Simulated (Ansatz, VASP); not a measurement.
PbS: VASP beside Ansatz

```xyz
2
Lattice="0.0000 2.8634 2.8634 2.8634 0.0000 2.8634 2.8634 2.8634 0.0000" Properties=species:S:1:pos:R:3 pbc="T T T"
Pb    0.0000    0.0000    0.0000
S     2.8634    2.8634    2.8634
```

Alike in both runs: task single point; functional PBE; k mesh 6 × 6 × 6; no spin polarisation.

|  | VASP | Ansatz |
| --- | --- | --- |
| version | VASP 6.6.1 | Ansatz 0.2.0 |
| potentials or method | VASP PAW PBE potentials, release 64 (Pb_d, S), cutoff 500 eV | plane waves, PAW |
| occupations | gaussian, width 0.01 eV | fixed |
| valence electrons in the cell | 20 | 20 |

VASP gave:

- pressure (GPa): 9.6

Q: Which values does Ansatz return?

A: Pressure (GPa): 9.7.

Neither program's run includes spin-orbit coupling.
